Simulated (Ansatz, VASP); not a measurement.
Two plane-wave programs on LiH

```
Li H
1.0
     0.00000    2.00862    2.00862
     2.00862    0.00000    2.00862
     2.00862    2.00862    0.00000
Li H
1 1
Direct
  0.00000 0.00000 0.00000
  0.50000 0.50000 0.50000
```

Alike in both runs: task single point; functional PBE; k mesh 10 × 10 × 10; occupations gaussian, width 0.1 eV; no spin polarisation.

|  | VASP | Ansatz |
| --- | --- | --- |
| version | VASP 6.6.1 | Ansatz 0.2.0 |
| potentials or method | VASP PAW PBE potentials, release 64 (Li_sv, H), cutoff 520 eV | scalar-relativistic, plane waves, PAW |
| valence electrons in the cell | 4 | 4 |

```tsv
	VASP	Ansatz	Ansatz less VASP
gap on the k mesh at the Fermi level (eV)	2.98	2.99	+0.007
least direct gap on the mesh (eV)	2.98	2.99	+0.007
```

Noted on VASP's run: the cutoff is short for stress, so the pressure is rough.
